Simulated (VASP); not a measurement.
Al2O3 (dpbe): single point with PBE

Crystal: Al2O3 (dpbe).

```
Al O
1.0
     2.37908    1.37356    4.32990
    -2.37908    1.37356    4.32990
     0.00000   -2.74712    4.32990
Al O
4 6
Direct
  0.35229 0.35229 0.35229
  0.14771 0.14771 0.14771
  0.64771 0.64771 0.64771
  0.85229 0.85229 0.85229
  0.55621 0.94379 0.25000
  0.25000 0.55621 0.94379
  0.94379 0.25000 0.55621
  0.44379 0.05621 0.75000
  0.75000 0.44379 0.05621
  0.05621 0.75000 0.44379
```

| Item | Value |
| --- | --- |
| Program | VASP 6.6.1 |
| Task | single point |
| Functional | PBE |
| Potentials or basis | VASP PAW PBE potentials, release 64 (Al, O) |
| Cutoff | 520 eV |
| k mesh | 6 × 6 × 6 |
| Occupations | gaussian, width 0.1 eV |
| Spin | no spin polarisation |

```yaml
Pressure: 7.6 GPa
Largest_force: 0.048 eV/Å
Band_gap_on_the_k_mesh: 6.24 eV, direct
```

Forces in eV/Å, atoms in the order of the input:
```
Al   0.000  0.000 -0.048
Al   0.000  0.000  0.048
Al   0.000  0.000  0.048
Al   0.000  0.000 -0.048
O    0.023  0.000  0.000
O   -0.012  0.020  0.000
O   -0.012 -0.020  0.000
O   -0.023  0.000  0.000
O    0.012 -0.020  0.000
O    0.012  0.020  0.000
```

Stress tensor (GPa, compression positive):
```
7.91 0.00 0.00
0.00 7.91 0.00
0.00 0.00 7.02
```

Levels at points of the mesh, in eV from the valence-band top:
```tsv
k point	band 20	band 21	band 22	band 23	band 24	band 25	band 26	band 27	band 28	band 29
(0.00, 0.00, 0.00)	-0.49	-0.49	-0.04	-0.04	0.00	6.24	9.15	10.76	11.55	11.55
(0.50, 0.00, 0.00)	-1.32	-0.91	-0.91	-0.27	-0.27	9.48	9.48	9.66	9.66	11.79
(0.50, 0.50, 0.00)	-1.30	-1.02	-0.91	-0.74	-0.25	9.64	9.75	9.95	10.43	11.15
(0.50, 0.50, 0.50)	-2.00	-0.37	-0.37	-0.37	-0.37	8.69	8.69	11.10	11.10	12.51
```

It took 76 s on 1 thread of Intel(R) Xeon(R) Platinum 8488C (Sapphire Rapids), on a shared host, peak memory 0.26 GiB.

A k mesh can miss the band edges. A hybrid or GW would open this gap; PBE tends to underestimate it.
